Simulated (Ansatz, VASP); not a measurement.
**One calculation of GaP, two programs**

```xyz
2
Lattice="0.0000 2.7253 2.7253 2.7253 0.0000 2.7253 2.7253 2.7253 0.0000" Properties=species:S:1:pos:R:3 pbc="T T T"
Ga    0.0000    0.0000    0.0000
P     4.0879    4.0879    4.0879
```

Alike in both runs: task single point; functional PBE; k mesh 8 × 8 × 8; occupations gaussian, width 0.05 eV; no spin polarisation.

|  | VASP | Ansatz |
| --- | --- | --- |
| version | VASP 6.6.1 | Ansatz 0.2.0 |
| potentials or method | VASP PAW PBE potentials, release 64 (Ga_d, P), cutoff 520 eV | scalar-relativistic, plane waves, PAW |
| valence electrons in the cell | 18 | 18 |

```tsv
	VASP	Ansatz	Ansatz less VASP
gap on the k mesh at the Fermi level (eV)	1.64	1.64	0.000
least direct gap on the mesh (eV)	1.83	1.83	+0.002
pressure (GPa)	2.4	2.5	+0.08
```

With one functional, cell and mesh, what is left measures potentials, basis and numerics.
